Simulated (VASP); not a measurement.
Set up this calculation in VASP 6.6.1, as the native input.

| Quantity | Value |
| --- | --- |
| Task | relaxation of the atoms |
| Functional | LDA |
| Potentials or basis | VASP PAW LDA potentials, release 64 (Pt) |
| Cutoff | 520 eV |
| k mesh | 15 × 15 × 1 |
| Occupations | fermi-dirac, width 0.05 eV |
| Spin | no spin polarisation |
| Dipole correction | yes |
| Further INCAR settings | ALGO = Normal; EDIFF = 1e-07; IBRION = 2; EDIFFG = -0.01; NSW = 60 |

The structure of Pt lies in POSCAR:

```
Pt
1.0
    2.7533987118      0.0000000000      0.0000000000
    0.0000000000      2.7533987118      0.0000000000
    0.0000000000      0.0000000000     21.8408000000
Pt
4
Direct
    0.2500000000      0.2500000000      0.3662860174
    0.7500000000      0.7500000000      0.4554286721
    0.2500000000      0.2500000000      0.5445713273
    0.7500000000      0.7500000000      0.6337139826
```

These files were run (other wordings do the same):

INCAR

```
SYSTEM = Pt
PREC = Accurate ; ENCUT = 520
EDIFF = 1E-7 ; ISMEAR = -1
SIGMA = 0.05 ; LREAL = .FALSE.
LASPH = .TRUE. ; NELM = 100
ALGO = Normal ; ISIF = 2
LWAVE = .FALSE. ; LCHARG = .FALSE.
LDIPOL = .TRUE. ; IDIPOL = 3
DIPOL = 0.5 0.5 0.500 ; IBRION = 2
NSW = 60 ; EDIFFG = -0.01
KPAR = 4
```

KPOINTS

```
Automatic mesh
0
G
  15 15 1
  0 0 0
```

Potentials or basis: VASP PAW LDA potentials, release 64 (Pt).

Command:

```sh
$ cat potpaw_LDA.64/Pt/POTCAR > POTCAR
$ mpirun -np 4 vasp_std > vasp.out
```

It gave:

```
Energy gained by relaxing    : 6.5 meV/atom
Ionic steps                  : 6
Largest force after relaxing : 0.010 eV/Å
Band gap on the k mesh       : zero (bands 20 and 21 overlap by 1.56 eV)
```

Caveat: spin-orbit coupling is left out, which moves the levels of the heavy elements.

Run time: 2.3 min on 4 MPI ranks on Intel(R) Xeon(R) Platinum 8259CL CPU @ 2.50GHz (Skylake/Cascade Lake), with other jobs on the host, peak memory 0.27 GiB a rank.
